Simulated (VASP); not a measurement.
# Ca (P6_3/mmc) in VASP: a series of runs

Runs on Ca. Level: RPBE. Tasks: single point.

All numbers are computed with VASP 6.6.1; they aren't measurements. Logs are shortened: lines on timing, memory, paths and dates and some standing lists are left out, and cuts for length are marked.

## (1) The cell of the first run

It takes space group P6_3/mmc (No. 194, hexagonal). Conventional cell: a = 3.976 Å, b = 3.976 Å, c = 6.527 Å, α = 90.00°, β = 90.00°, γ = 120.00°. Within 5.2 Å of Ca (site symmetry -6m2) lie 12 Ca at 3.98 to 3.99 Å.

This isn't the form of Ca at room conditions, which is fcc.

## (2) Single point, RPBE (44.69 Å³/atom)

The input, INCAR:

```
PREC = Accurate
ENCUT = 520
EDIFF = 1E-6
ISMEAR = -1
SIGMA = 0.1
LREAL = False
LASPH = True
NELM = 60
ALGO = Normal
ISIF = 2
LWAVE = False
LCHARG = False
GGA = RP
NBANDS = 17
```

The input, KPOINTS:

```
Automatic mesh
0
Gamma
  10 10 6
```

The input, POSCAR:

```
Ca
1.0
    3.9762014686      0.0000000000      0.0000000000
   -1.9881007343      3.4434914824      0.0000000000
    0.0000000000      0.0000000000      6.5272242113
Ca
2
Direct
    0.3333333333      0.6666666667      0.2500000000
    0.6666666667      0.3333333333      0.7500000000
```

Potentials or basis: VASP PAW PBE potentials, release 64 (Ca_sv).

Run with:

```
cat potpaw_PBE.64/Ca_sv/POTCAR > POTCAR
mpirun -np 1 vasp_std > vasp.out
```

OUTCAR:

```text
PREC = Accurate
   ENCUT = 520
   EDIFF = 1E-6
   ISMEAR = -1
   LREAL = False
   LASPH = True
   NELM = 60
   ISIF = 2
   GGA = RP

 ion  position               nearest neighbor table
   1  0.333  0.667  0.250-
   2  0.667  0.333  0.750-

  LATTYP: Found a hexagonal cell.
 ALAT       =     3.9762014686
 C/A-ratio  =     1.6415728083

  Lattice vectors:

 A1 = (   3.9762014686,   0.0000000000,   0.0000000000)
 A2 = (  -1.9881007343,   3.4434914824,   0.0000000000)
 A3 = (   0.0000000000,   0.0000000000,   6.5272242113)

Analysis of symmetry for initial positions (statically):
=====================================================================
 Subroutine PRICEL returns:
 Original cell was already a primitive cell.

 Routine SETGRP: Setting up the symmetry group for a
 hexagonal supercell.

 Subroutine GETGRP returns: Found 24 space group operations
 (whereof 12 operations were pure point group operations)
 out of a pool of 24 trial point group operations.

The static configuration has the point symmetry D_3d.
 The point group associated with its full space group is D_6h.

Analysis of symmetry for dynamics (positions and initial velocities):
=====================================================================
 Subroutine PRICEL returns:
 Original cell was already a primitive cell.

 Routine SETGRP: Setting up the symmetry group for a
 hexagonal supercell.

 Subroutine GETGRP returns: Found 24 space group operations
 (whereof 12 operations were pure point group operations)
 out of a pool of 24 trial point group operations.

The dynamic configuration has the point symmetry D_3d.
 The point group associated with its full space group is D_6h.

 Subroutine INISYM returns: Found 24 space group operations
 (whereof 12 operations are pure point group operations),
 and found     1 'primitive' translations

----------------------------------------------------------------------------------------

                                     Primitive cell

  volume of cell :      89.3709

  direct lattice vectors                    reciprocal lattice vectors
     3.976201469  0.000000000  0.000000000     0.251496311  0.145201463  0.000000000
    -1.988100734  3.443491482  0.000000000     0.000000000  0.290402925  0.000000000
     0.000000000  0.000000000  6.527224211     0.000000000  0.000000000  0.153204481

  length of vectors
     3.976201469  3.976201469  6.527224211     0.290402925  0.290402925  0.153204481

  position of ions in fractional coordinates (direct lattice)
     0.333333333  0.666666667  0.250000000
     0.666666667  0.333333333  0.750000000

  ion indices of the primitive-cell ions
   primitive index   ion index
                 1           1
                 2           2

----------------------------------------------------------------------------------------

 KPOINTS: Automatic mesh

Automatic generation of k-mesh.
 Grid dimensions read from file:
 generate k-points for:   10   10    6

 Generating k-lattice:

  Cartesian coordinates                     Fractional coordinates (reciprocal lattice)
     0.025149631  0.014520146  0.000000000     0.100000000 -0.000000000  0.000000000
     0.000000000  0.029040293  0.000000000     0.000000000  0.100000000  0.000000000
     0.000000000  0.000000000  0.025534080     0.000000000  0.000000000  0.166666667

  Length of vectors
     0.029040293  0.029040293  0.025534080

  Shift w.r.t. Gamma in fractional coordinates (k-lattice)
     0.000000000  0.000000000  0.000000000

 Subroutine IBZKPT returns following result:
 ===========================================

 Found     56 irreducible k-points:

 Following reciprocal coordinates:
            Coordinates               Weight
  0.000000  0.000000  0.000000      1.000000
  0.100000  0.000000  0.000000      6.000000
  0.200000  0.000000  0.000000      6.000000
  0.300000  0.000000  0.000000      6.000000
  0.400000  0.000000  0.000000      6.000000
  0.500000  0.000000  0.000000      3.000000
[... 16 lines left out ...]
  0.300000  0.100000  0.166667     24.000000
  0.400000  0.100000  0.166667     24.000000
 [... further k-points ...]
   k-points           NKPTS =     56   k-points in BZ     NKDIM =     56   number of bands    NBANDS=     17
   number of dos      NEDOS =    301   number of ions     NIONS =      2
   total plane-waves  NPLWV =  45000
   dimension x,y,z NGX =    30 NGY =   30 NGZ =   50
   dimension x,y,z NGXF=    60 NGYF=   60 NGZF=  100
   ions per type =               2
   NGX,Y,Z   is equivalent  to a cutoff of  12.54, 12.54, 12.73 a.u.
   NGXF,Y,Z  is equivalent  to a cutoff of  25.09, 25.09, 25.47 a.u.
 SYSTEM =  unknown system
   PREC   = accura    normal or accurate (medium, high low for compatibility)
   ISTART =      0    job   : 0-new  1-cont  2-samecut
   ICHARG =      2    charge: 1-file 2-atom 10-const
   ISPIN  =      1    spin polarized calculation?
   LNONCOLLINEAR =      F non collinear calculations
   LSORBIT =      F    spin-orbit coupling
   LASPH  =      T    aspherical Exc in radial PAW
   ENCUT  =  520.0 eV  38.22 Ry    6.18 a.u.   7.39  7.39 12.14*2*pi/ulx,y,z
   NELM   =     60;   NELMIN=  2; NELMDL= -5     # of ELM steps
   EDIFF  = 0.1E-05   stopping-criterion for ELM
   LREAL  =      F    real-space projection
   EDIFFG = 0.1E-04   stopping-criterion for IOM
   NSW    =      0    number of steps for IOM
   IBRION =     -1    ionic relax: 0-MD 1-quasi-New 2-CG
   NFREE  =      0    steps in history (QN), initial steepest desc. (CG)
   ISIF   =      2    stress and relaxation
   ISYM   =      2    0-nonsym 1-usesym 2-fastsym
   POTIM  = 0.5000    time-step for ionic-motion
   TEBEG  =    0.0;   TEEND  =   0.0 temperature during run
   PSTRESS=    0.0 pullay stress
   NELECT =      20.0000    total number of electrons
   NUPDOWN=      -1.0000    fix difference up-down
   EMIN   =  10.00;   EMAX   =-10.00  energy-range for DOS
   EFERMI =   0.00;   METHOD = LEGACY
   ISMEAR =    -1;   SIGMA  =   0.10  broadening in eV -4-tet -1-fermi 0-gaus
   EFERMI_NEDOS =   21; number of points for ismear=-14 and -15
   IALGO  =     38    algorithm
   IMIX   =      4    mixing-type and parameters
     AMIX     =   0.40;   BMIX     =  1.00
     AMIX_MAG =   1.60;   BMIX_MAG =  1.00
  volume/ion in A,a.u.               =      44.69       301.55
  Fermi-wavevector in a.u.,A,eV,Ry     =   0.993923  1.878243 13.440970  0.987883
  Thomas-Fermi vector in A             =   2.125839
   LORBIT       =      0    0 simple, 1 ext, 2 COOP (PROOUT), +10 PAW based schemes
   GGA     = RP    functional components
   LHFCALC =     F    Hartree Fock is set to
   AEXX    =    0.0000 exact exchange contribution
   IVDW    =     0    specifies the selected vdW correction
   LEPSILON=     F    determine dielectric tensor
   LRPA    =     F    only Hartree local field effects (RPA)
 non-spin polarized calculation
  energy-cutoff  :      520.00
  volume of cell :       89.37
 maximum number of plane-waves:      2442
 NGX is ok and might be reduce to    30
   NGX = 15   NGY = 15   NGZ = 25

 number of electron      20.0000002 magnetization

 Free energy of the ion-electron system (eV)
  ---------------------------------------------------
  ext. energy  EPLUGINS =         0.00000000
  ---------------------------------------------------
  free energy    TOTEN  =        -3.52591597 eV

  energy without entropy =       -3.44084555  energy(sigma->0) =       -3.48338076

 E-fermi :   1.8825     XC(G=0):  -7.4383

 val. band max:        1.8547102167   @ k =   0.3000   0.3000   0.0000
 cond. band min:       1.8969180138   @ k =   0.3000   0.3000   0.0000
 fundamental gap:      0.0422077971
 Fermi energy:         1.8825201747

 k-point     1 :       0.0000    0.0000    0.0000
  band No.  band energies     occupation
      1     -40.4068      2.00000
      2     -40.3969      2.00000
      3     -21.3747      2.00000
      4     -21.2886      2.00000
      5     -21.2886      2.00000
      6     -21.2737      2.00000
[... 9 lines left out ...]
     16       4.4391      0.00000
     17       4.8179      0.00000

 k-point     2 :       0.1000    0.0000    0.0000
  band No.  band energies     occupation
      1     -40.4059      2.00000
      2     -40.3965      2.00000
      3     -21.3713      2.00000
      4     -21.2967      2.00000
      5     -21.2912      2.00000
      6     -21.2820      2.00000
[... 9 lines left out ...]
     16       4.5419      0.00000
     17       4.6841      0.00000

 k-point     3 :       0.2000    0.0000    0.0000
  band No.  band energies     occupation
      1     -40.4036      2.00000
      2     -40.3954      2.00000
      3     -21.3617      2.00000
      4     -21.3178      2.00000
      5     -21.3035      2.00000
      6     -21.2977      2.00000
[... 9 lines left out ...]
     16       4.5558      0.00000
     17       4.5777      0.00000

 k-point     4 :       0.3000    0.0000    0.0000
  band No.  band energies     occupation
      1     -40.4005      2.00000
      2     -40.3942      2.00000
      3     -21.3480      2.00000
      4     -21.3442      2.00000
      5     -21.3294      2.00000
      6     -21.3055      2.00000
[... 9 lines left out ...]
     16       4.9161      0.00000
     17       5.0277      0.00000
[... 343 lines left out ...]
      1     -40.4011      2.00000
      2     -40.3951      2.00000
      3     -21.3530      2.00000
      4     -21.3275      2.00000
      5     -21.3229      2.00000
      6     -21.3017      2.00000
[... 9 lines left out ...]
     16       4.7266      0.00000
     17       4.9553      0.00000

 k-point    23 :       0.3000    0.1000    0.1667
  band No.  band energies     occupation
      1     -40.3984      2.00000
      2     -40.3940      2.00000
      3     -21.3600      2.00000
      4     -21.3464      2.00000
      5     -21.3283      2.00000
      6     -21.3106      2.00000
[... 9 lines left out ...]
     16       5.0265      0.00000
     17       5.3839      0.00000

 k-point    24 :       0.4000    0.1000    0.1667
  band No.  band energies     occupation
      1     -40.3964      2.00000
      2     -40.3936      2.00000
      3     -21.3723      2.00000
      4     -21.3579      2.00000
      5     -21.3230      2.00000
      6     -21.3140      2.00000
[... 9 lines left out ...]
     16       5.4018      0.00000
     17       5.5493      0.00000

 [... further k-points ...]

------------------------ aborting loop because EDIFF is reached ----------------------------------------

  FORCE on cell =-STRESS in cart. coord.  units (eV):
  Direction    XX          YY          ZZ          XY          YZ          ZX
  --------------------------------------------------------------------------------------
  -------------------------------------------------------------------------------------
  Total        0.0107499      0.0107499      0.0075503      0.0000000     -0.0000000      0.0000000
  in kB        0.1927171      0.1927171      0.1353556      0.0000000     -0.0000000      0.0000000
  external PRESSURE =       0.1735966 kB  Pullay stress =       0.0000000 kB

 VOLUME and BASIS-vectors are now :
 -----------------------------------------------------------------------------
  energy-cutoff  :      520.00
  volume of cell :       89.37
      direct lattice vectors                 reciprocal lattice vectors
     3.976201469  0.000000000  0.000000000     0.251496311  0.145201463  0.000000000
    -1.988100734  3.443491482  0.000000000     0.000000000  0.290402925  0.000000000
     0.000000000  0.000000000  6.527224211     0.000000000  0.000000000  0.153204481

 POSITION                                       TOTAL-FORCE (eV/Angst)
 -----------------------------------------------------------------------------------
     -0.00000      2.29566      1.63181        -0.000000      0.000000      0.000000
      1.98810      1.14783      4.89542         0.000000     -0.000000      0.000000
 -----------------------------------------------------------------------------------
    total drift:                                0.000000     -0.000000      0.000000

  FREE ENERGIE OF THE ION-ELECTRON SYSTEM (eV)
  ---------------------------------------------------
  free  energy   TOTEN  =        -3.5259159685 eV

  energy  without entropy=       -3.4408455534  energy(sigma->0) =       -3.48338076
```

It took 35 s on 1 thread of Intel Xeon 6975P-C (Granite Rapids), shared host; peak memory 0.23 GiB.

What came out:

```yaml
Free_energy: -3.5259 eV
Pressure: 0.0 GPa
Band_gap_on_the_k_mesh: zero (bands 10 and 11 overlap by 0.47 eV)
```

Levels at points of the mesh, in eV from the Fermi level:
```csv
k point,band 6,band 7,band 8,band 9,band 10,band 11,band 12,band 13,band 14,band 15
"(0.00, 0.00, 0.00)",-23.16,-23.16,-23.15,-3.95,-0.99,-0.28,2.25,2.27,2.27,2.56
"(0.50, 0.00, 0.00)",-23.20,-23.17,-23.17,-1.09,-0.71,0.26,0.42,1.34,1.87,2.20
"(0.00, 0.00, 0.50)",-23.16,-23.16,-23.16,-2.99,-2.99,1.38,1.38,2.26,2.26,2.26
"(0.50, 0.00, 0.50)",-23.18,-23.18,-23.18,-0.64,-0.64,0.04,0.04,1.46,1.46,2.81
```

Caveat: the PAW data sets were made with another functional, which shifts forces and pressure a little.

## (3) Single point, RPBE (46.47 Å³/atom)

This run uses another cell than the first one, of 46.47 Å³/atom.

The input, INCAR:

```
  PREC = Accurate
  ENCUT = 520
  EDIFF = 1E-6
  ISMEAR = -1
  SIGMA = 0.1
  LREAL = F
  LASPH = T
  NELM = 100
  ALGO = Normal
  ISIF = 2
  LWAVE = F
  LCHARG = F
  GGA = RP
  NBANDS = 17
```

KPOINTS is that of step 2.

The input, POSCAR:

```
Ca
1.0
    4.0285259094      0.0000000000      0.0000000000
   -2.0142629547      3.4888057774      0.0000000000
    0.0000000000      0.0000000000      6.6131185905
Ca
2
Direct
    0.3333333333      0.6666666667      0.2500000000
    0.6666666667      0.3333333333      0.7500000000
```

Potentials or basis: VASP PAW PBE potentials, release 64 (Ca_sv).

Run with:

```
cat potpaw_PBE.64/Ca_sv/POTCAR > POTCAR
mpirun -np 1 vasp_std > vasp.out
```

Run time: 34 s. Hardware: 1 thread of Intel Xeon 6975P-C (Granite Rapids), shared host; peak memory 0.23 GiB.

The run converged. Its results:

| Item | Value |
| --- | --- |
| Free energy | -3.5200 eV |
| Pressure | -0.6 GPa |
| Band gap on the k mesh | zero (bands 10 and 11 overlap by 0.49 eV) |

Levels at points of the mesh, in eV from the Fermi level:
| k point | band 7 | band 8 | band 9 | band 10 | band 11 | band 12 | band 13 | band 14 |
| --- | --- | --- | --- | --- | --- | --- | --- | --- |
| (0.00, 0.00, 0.00) | -23.25 | -23.24 | -3.88 | -0.98 | -0.30 | 2.19 | 2.22 | 2.22 |
| (0.50, 0.00, 0.00) | -23.27 | -23.26 | -1.08 | -0.71 | 0.29 | 0.44 | 1.30 | 1.81 |
| (0.00, 0.00, 0.50) | -23.26 | -23.26 | -2.94 | -2.94 | 1.36 | 1.36 | 2.21 | 2.21 |
| (0.50, 0.00, 0.50) | -23.27 | -23.27 | -0.61 | -0.61 | 0.02 | 0.02 | 1.44 | 1.44 |

Caveat: the PAW data sets were made with another functional, which shifts forces and pressure a little.

[end of part 1 of 3]

The gap in the log of VASP goes by the Fermi energy; the results here count the filled bands.